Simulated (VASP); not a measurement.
BeS:

```
Be S
1.0
     0.00000    2.36128    2.36128
     2.36128    0.00000    2.36128
     2.36128    2.36128    0.00000
Be S
1 1
Direct
  0.00000 0.00000 0.00000
  0.25000 0.25000 0.25000
```

This cell differs from its parent crystal: strain -3.0%.

Base run:

```yaml
Program: VASP 6.6.1
Functional: r2SCAN
Potentials_or_basis: VASP PAW PBE potentials, release 64 (Be, S)
Cutoff: 520 eV
k_mesh: 10 × 10 × 10
Occupations: gaussian, width 0.01 eV
Spin: no spin polarisation
```

Its results: band gap on the k mesh 3.38 eV, indirect (least direct gap 6.19 eV); pressure 10.9 GPa.

Q: The run is repeated on the same cell with these changes: functional from r2SCAN to PBE; k mesh from 10 × 10 × 10 to 6 × 6 × 6. What comes out?

A: Band gap on the k mesh 2.91 eV, indirect (least direct gap 5.62 eV); pressure 10.7 GPa.

Several settings changed at once, so the effect can't be laid on one alone.

Caveats: the PAW data sets were made with another functional, which shifts forces and pressure a little (some runs).

A k mesh can miss the band edges.
